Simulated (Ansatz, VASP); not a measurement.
# MnSe: VASP beside Ansatz

```xyz
2
Lattice="0.0000 2.5838 2.5838 2.5838 0.0000 2.5838 2.5838 2.5838 0.0000" Properties=species:S:1:pos:R:3 pbc="T T T"
Mn    0.0000    0.0000    0.0000
Se    2.5838    2.5838    2.5838
```

Alike in both runs: task relaxation of cell and atoms; functional LDA; k mesh 14 × 14 × 14; occupations gaussian, width 0.1 eV; collinear spin.

```csv
,VASP,Ansatz
version,VASP 6.6.1,Ansatz 0.2.0
potentials or method,"VASP PAW LDA potentials, release 64 (Mn_pv, Se), cutoff 600 eV","scalar-relativistic, plane waves, PAW"
valence electrons in the cell,19,31
```

```csv
,VASP,Ansatz,Ansatz less VASP
"gap on the k mesh at the Fermi level, each at its own relaxed structure (eV)",none,none,-
net moment per atom (μB),1.92,1.97,+0.044
size of the moment on the site where the two differ most (μB),3.55,3.57,+0.013
relaxed volume (Å³/atom),16.53,16.64,+0.112
relaxed length of the cell vector where the two differ most in proportion (Å),3.602,3.611,+0.0081
```

LDA's correlation is that of Perdew and Zunger in VASP and of Perdew and Wang (1992) in Ansatz. Site moments also hang on the region over which each program counts them. A gap of «none» marks a metal or a gap that the smearing closes. VASP's potentials hold 19 valence electrons a cell and Ansatz's 31, so a difference there can come from the potentials and not from the codes.
